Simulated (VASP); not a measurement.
# Hg (P6_3/mmc) in VASP: further runs

The runs below take Hg through relaxation of cell and atoms, with LDA.

Program: VASP 6.6.1. These are calculated values, not measurements. Logs are shortened: lines on timing, memory, paths and dates and some standing lists are left out, and cuts for length are marked.

## Step 1: The cell of the first run

Symmetry: P6_3/mmc, No. 194, hexagonal system. The conventional cell has a = 2.877 Å, b = 2.877 Å, c = 4.892 Å, α = 90.00°, β = 90.00°, γ = 120.00°. Hg (site symmetry -6m2) has 12 Hg at 2.88 to 2.96 Å within 3.8 Å.

## Step 2: Relaxation of cell and atoms, LDA, target pressure 26 GPa, at which the enthalpy is minimised

INCAR reads:

```
ALGO = Normal ; EDIFF = 1E-6
EDIFFG = -0.005 ; ENCUT = 600
GGA = CA ; IBRION = 2
ISIF = 3 ; ISMEAR = -1
LASPH = True ; LCHARG = False
LREAL = False ; LWAVE = False
NELM = 100 ; NSW = 32
PREC = Accurate ; PSTRESS = 260.0
SIGMA = 0.05
```

KPOINTS reads:

```
k-points
0
Gamma
  15 15 8
```

POSCAR reads:

```
Hg
1.0
    2.8774322254      0.0000000000      0.0000000000
   -1.4387161127      2.4919294049      0.0000000000
    0.0000000000      0.0000000000      4.8921300500
Hg
2
Direct
    0.3333333333      0.6666666667      0.2500000000
    0.6666666667      0.3333333333      0.7500000000
```

Potentials or basis: VASP PAW LDA potentials, release 64 (Hg).

Command:

```console
$ cat potpaw_LDA.64/Hg/POTCAR > POTCAR
$ mpirun -np 1 vasp_std > vasp.out
```

OUTCAR:

```text
EDIFF = 1E-6
   EDIFFG = -0.005
   ENCUT = 600
   GGA = CA
   IBRION = 2
   ISIF = 3
   ISMEAR = -1
   LASPH = True
   LREAL = False
   NELM = 100
   NSW = 32
   PREC = Accurate
   PSTRESS = 260.0

 ion  position               nearest neighbor table
   1  0.333  0.667  0.250-   2 2.96   2 2.96   2 2.96   2 2.96   2 2.96   2 2.96
   2  0.667  0.333  0.750-   1 2.96   1 2.96   1 2.96   1 2.96   1 2.96   1 2.96

  LATTYP: Found a hexagonal cell.
 ALAT       =     2.8774322254
 C/A-ratio  =     1.7001721211

  Lattice vectors:

 A1 = (   2.8774322254,   0.0000000000,   0.0000000000)
 A2 = (  -1.4387161127,   2.4919294049,   0.0000000000)
 A3 = (   0.0000000000,   0.0000000000,   4.8921300500)

Analysis of symmetry for initial positions (statically):
=====================================================================
 Subroutine PRICEL returns:
 Original cell was already a primitive cell.

 Routine SETGRP: Setting up the symmetry group for a
 hexagonal supercell.

 Subroutine GETGRP returns: Found 24 space group operations
 (whereof 12 operations were pure point group operations)
 out of a pool of 24 trial point group operations.

The static configuration has the point symmetry D_3d.
 The point group associated with its full space group is D_6h.

Analysis of symmetry for dynamics (positions and initial velocities):
=====================================================================
 Subroutine PRICEL returns:
 Original cell was already a primitive cell.

 Routine SETGRP: Setting up the symmetry group for a
 hexagonal supercell.

 Subroutine GETGRP returns: Found 24 space group operations
 (whereof 12 operations were pure point group operations)
 out of a pool of 24 trial point group operations.

The dynamic configuration has the point symmetry D_3d.
 The point group associated with its full space group is D_6h.

 Subroutine INISYM returns: Found 24 space group operations
 (whereof 12 operations are pure point group operations),
 and found     1 'primitive' translations

----------------------------------------------------------------------------------------

                                     Primitive cell

  volume of cell :      35.0783

  direct lattice vectors                    reciprocal lattice vectors
     2.877432225  0.000000000  0.000000000     0.347532078  0.200647739  0.000000000
    -1.438716113  2.491929405  0.000000000     0.000000000  0.401295477  0.000000000
     0.000000000  0.000000000  4.892130050     0.000000000  0.000000000  0.204409938

  length of vectors
     2.877432225  2.877432225  4.892130050     0.401295477  0.401295477  0.204409938

  position of ions in fractional coordinates (direct lattice)
     0.333333333  0.666666667  0.250000000
     0.666666667  0.333333333  0.750000000

  ion indices of the primitive-cell ions
   primitive index   ion index
                 1           1
                 2           2

----------------------------------------------------------------------------------------

 KPOINTS: k-points

Automatic generation of k-mesh.
 Grid dimensions read from file:
 generate k-points for:   15   15    8

 Generating k-lattice:

  Cartesian coordinates                     Fractional coordinates (reciprocal lattice)
     0.023168805  0.013376516  0.000000000     0.066666667  0.000000000  0.000000000
     0.000000000  0.026753032  0.000000000     0.000000000  0.066666667  0.000000000
     0.000000000  0.000000000  0.025551242     0.000000000  0.000000000  0.125000000

  Length of vectors
     0.026753032  0.026753032  0.025551242

  Shift w.r.t. Gamma in fractional coordinates (k-lattice)
     0.000000000  0.000000000  0.000000000

 Subroutine IBZKPT returns following result:
 ===========================================

 Found    135 irreducible k-points:

 Following reciprocal coordinates:
            Coordinates               Weight
  0.000000  0.000000  0.000000      1.000000
  0.066667 -0.000000  0.000000      6.000000
  0.133333 -0.000000  0.000000      6.000000
  0.200000 -0.000000  0.000000      6.000000
  0.266667 -0.000000  0.000000      6.000000
  0.333333 -0.000000  0.000000      6.000000
[... 16 lines left out ...]
  0.333333  0.200000  0.000000     12.000000
  0.400000  0.200000  0.000000      6.000000
 [... further k-points ...]
   k-points           NKPTS =    135   k-points in BZ     NKDIM =    135   number of bands    NBANDS=     16
   number of dos      NEDOS =    301   number of ions     NIONS =      2
   total plane-waves  NPLWV =  23040
   dimension x,y,z NGX =    24 NGY =   24 NGZ =   40
   dimension x,y,z NGXF=    48 NGYF=   48 NGZF=   80
   ions per type =               2
   NGX,Y,Z   is equivalent  to a cutoff of  13.87, 13.87, 13.59 a.u.
   NGXF,Y,Z  is equivalent  to a cutoff of  27.73, 27.73, 27.19 a.u.
 SYSTEM =  unknown system
   PREC   = accura    normal or accurate (medium, high low for compatibility)
   ISTART =      0    job   : 0-new  1-cont  2-samecut
   ICHARG =      2    charge: 1-file 2-atom 10-const
   ISPIN  =      1    spin polarized calculation?
   LNONCOLLINEAR =      F non collinear calculations
   LSORBIT =      F    spin-orbit coupling
   LASPH  =      T    aspherical Exc in radial PAW
   ENCUT  =  600.0 eV  44.10 Ry    6.64 a.u.   5.75  5.75  9.77*2*pi/ulx,y,z
   NELM   =    100;   NELMIN=  2; NELMDL= -5     # of ELM steps
   EDIFF  = 0.1E-05   stopping-criterion for ELM
   LREAL  =      F    real-space projection
   EDIFFG = -.5E-02   stopping-criterion for IOM
   NSW    =     32    number of steps for IOM
   IBRION =      2    ionic relax: 0-MD 1-quasi-New 2-CG
   NFREE  =      1    steps in history (QN), initial steepest desc. (CG)
   ISIF   =      3    stress and relaxation
   ISYM   =      2    0-nonsym 1-usesym 2-fastsym
   POTIM  = 0.5000    time-step for ionic-motion
   TEBEG  =    0.0;   TEEND  =   0.0 temperature during run
   PSTRESS=  260.0 pullay stress
   NELECT =      24.0000    total number of electrons
   NUPDOWN=      -1.0000    fix difference up-down
   EMIN   =  10.00;   EMAX   =-10.00  energy-range for DOS
   EFERMI =   0.00;   METHOD = LEGACY
   ISMEAR =    -1;   SIGMA  =   0.05  broadening in eV -4-tet -1-fermi 0-gaus
   EFERMI_NEDOS =   21; number of points for ismear=-14 and -15
   IALGO  =     38    algorithm
   IMIX   =      4    mixing-type and parameters
     AMIX     =   0.40;   BMIX     =  1.00
     AMIX_MAG =   1.60;   BMIX_MAG =  1.00
  volume/ion in A,a.u.               =      17.54       118.36
  Fermi-wavevector in a.u.,A,eV,Ry     =   1.442555  2.726033 28.313236  2.080964
  Thomas-Fermi vector in A             =   2.561062
   LORBIT       =      0    0 simple, 1 ext, 2 COOP (PROOUT), +10 PAW based schemes
   GGA     = CA    functional components
   LHFCALC =     F    Hartree Fock is set to
   AEXX    =    0.0000 exact exchange contribution
   IVDW    =     0    specifies the selected vdW correction
   LEPSILON=     F    determine dielectric tensor
   LRPA    =     F    only Hartree local field effects (RPA)
 conjugate gradient relaxation of ions
 non-spin polarized calculation
  energy-cutoff  :      600.00
  volume of cell :       35.08
 maximum number of plane-waves:      1188
 NGX is ok and might be reduce to    24
   NGX = 11   NGY = 11   NGZ = 19

--------------------------------------- Ionic step        1  -------------------------------------------

 number of electron      23.9999999 magnetization

 Free energy of the ion-electron system (eV)
  ---------------------------------------------------
  ext. energy  EPLUGINS =         0.00000000
  ---------------------------------------------------
  free energy    TOTEN  =        -1.24684420 eV

  energy without entropy =       -1.24057203  energy(sigma->0) =       -1.24370812

------------------------ aborting loop because EDIFF is reached ----------------------------------------

  FORCE on cell =-STRESS in cart. coord.  units (eV):
  Direction    XX          YY          ZZ          XY          YZ          ZX
  --------------------------------------------------------------------------------------
  -------------------------------------------------------------------------------------
  Total        6.2212804      6.2212804      6.1805788      0.0000000     -0.0000000      0.0000000
  in kB      284.1525318    284.1525318    282.2935145      0.0000000     -0.0000000      0.0000000
  external PRESSURE =      23.5328593 kB  Pullay stress =     260.0000000 kB
[... 93 lines left out ...]
  FREE ENERGIE OF THE ION-ELECTRON SYSTEM (eV)
  ---------------------------------------------------
  free  energy   TOTEN  =        -1.3158478060 eV

  energy  without entropy=       -1.3095246280  energy(sigma->0) =       -1.31268622

  enthalpy is  TOTEN    =         4.4426980335 eV   P V=        5.7585458394

[... ionic steps 4 to 11 ...]

--------------------------------------- Ionic step       12  -------------------------------------------

 number of electron      24.0000003 magnetization

------------------------ aborting loop because EDIFF is reached ----------------------------------------

  FORCE on cell =-STRESS in cart. coord.  units (eV):
  Direction    XX          YY          ZZ          XY          YZ          ZX
  --------------------------------------------------------------------------------------
  -------------------------------------------------------------------------------------
  Total        5.7696937      5.7696937      5.7711805      0.0000000     -0.0000000      0.0000000
  in kB      260.5059756    260.5059757    260.5731059      0.0000000     -0.0000000      0.0000000
  external PRESSURE =       0.5283524 kB  Pullay stress =     260.0000000 kB
[... 61 lines left out ...]
  enthalpy is  TOTEN    =         4.4424202485 eV   P V=        5.7730063684

--------------------------------------- Ionic step       14  -------------------------------------------

 number of electron      24.0000003 magnetization

 Free energy of the ion-electron system (eV)
  ---------------------------------------------------
  ext. energy  EPLUGINS =         0.00000000
  ---------------------------------------------------
  free energy    TOTEN  =        -1.31761290 eV

  energy without entropy =       -1.31190456  energy(sigma->0) =       -1.31475873

 E-fermi :   5.7832     XC(G=0): -12.7735

 val. band max:        5.7581878993   @ k =   0.4667   0.0667   0.3750
 cond. band min:       5.8256743324   @ k =   0.2667   0.2667   0.2500
 fundamental gap:      0.0674864331
 Fermi energy:         5.7832220362

 k-point     1 :       0.0000    0.0000    0.0000
  band No.  band energies     occupation
      1      -6.5130      2.00000
      2      -4.7981      2.00000
      3      -3.0158      2.00000
      4      -2.8018      2.00000
      5      -2.8018      2.00000
      6      -2.5720      2.00000
[... 8 lines left out ...]
     15      20.1387      0.00000
     16      20.9733      0.00000
[... 420 lines left out ...]
  band No.  band energies     occupation
      1      -3.9843      2.00000
      2      -3.9127      2.00000
      3      -3.7386      2.00000
      4      -2.8934      2.00000
      5      -2.6356      2.00000
      6      -2.4549      2.00000
[... 8 lines left out ...]
     15      10.9442      0.00000
     16      11.3006      0.00000

 [... further k-points ...]

------------------------ aborting loop because EDIFF is reached ----------------------------------------

  FORCE on cell =-STRESS in cart. coord.  units (eV):
  Direction    XX          YY          ZZ          XY          YZ          ZX
  --------------------------------------------------------------------------------------
  -------------------------------------------------------------------------------------
  Total        5.7609994      5.7609994      5.7635387      0.0000000      0.0000000      0.0000000
  in kB      260.0488353    260.0488354    260.1634582      0.0000000      0.0000000      0.0000000
  external PRESSURE =       0.0870430 kB  Pullay stress =     260.0000000 kB
[... 17 lines left out ...]
  FREE ENERGIE OF THE ION-ELECTRON SYSTEM (eV)
  ---------------------------------------------------
  free  energy   TOTEN  =        -1.3176129029 eV

  energy  without entropy=       -1.3119045567  energy(sigma->0) =       -1.31475873

  enthalpy is  TOTEN    =         4.4423046700 eV   P V=        5.7599175729

 reached required accuracy - stopping structural energy minimisation
```

Run time: 2.3 min. Hardware: 1 thread of Intel Xeon 6975P-C (Granite Rapids), shared host; peak memory 0.22 GiB.

What came out:

```
Free energy                                                : -1.3176 eV
Relaxed volume                                             : 17.75 Å³/atom
Relaxed cell                                               : a = 2.904 Å, b = 2.904 Å, c = 4.860 Å, α = 90.00°, β = 90.00°, γ = 120.00°
Space group after relaxing (to 0.1 Å)                      : P6_3/mmc (No. 194)
Energy change on relaxing (the run minimises the enthalpy) : -35.4 meV/atom
Ionic steps                                                : 14
Pressure after relaxing                                    : 26.0 GPa
Band gap on the k mesh                                     : zero (bands 12 and 13 overlap by 2.06 eV)
```

Step by step:
| step | energy change (eV) | largest force (eV/Å) | pressure (GPa) | volume (Å³) |
| --- | --- | --- | --- | --- |
| 1 | 0.0000 | 0.0000 | 28.35 | 35.08 |
| 2 | -0.2035 | 0.0000 | 21.10 | 36.40 |
| 3 | -0.0690 | 0.0000 | 25.97 | 35.49 |
| 4 | -0.0677 | 0.0000 | 26.00 | 35.48 |
| 5 | -0.0678 | 0.0000 | 26.01 | 35.48 |
| 6 | -0.0683 | 0.0000 | 26.03 | 35.48 |
| 7 | -0.0691 | 0.0000 | 26.06 | 35.48 |
| 8 | -0.0692 | 0.0000 | 26.08 | 35.49 |
| 9 | -0.0694 | 0.0000 | 26.06 | 35.49 |
| 10 | -0.0693 | 0.0000 | 26.05 | 35.48 |
| 11 | -0.0693 | 0.0000 | 26.05 | 35.48 |
| 12 | -0.0693 | 0.0000 | 26.05 | 35.49 |
| 13 | -0.0837 | 0.0000 | 25.55 | 35.57 |
| 14 | -0.0708 | 0.0000 | 26.01 | 35.49 |

Final structure:
```
Hg
1.0
     2.90390    0.00000    0.00000
    -1.45195    2.51485    0.00000
     0.00000    0.00000    4.86028
Hg
2
Direct
  0.33333 0.66667 0.25000
  0.66667 0.33333 0.75000
```

Caveat: the cell is relaxed towards a set pressure, so the run minimises the enthalpy, not the energy; spin-orbit coupling is left out, which moves the levels of the heavy elements.

[end of part 1 of 2]

The gap in the log of VASP goes by the Fermi energy; the results here count the filled bands.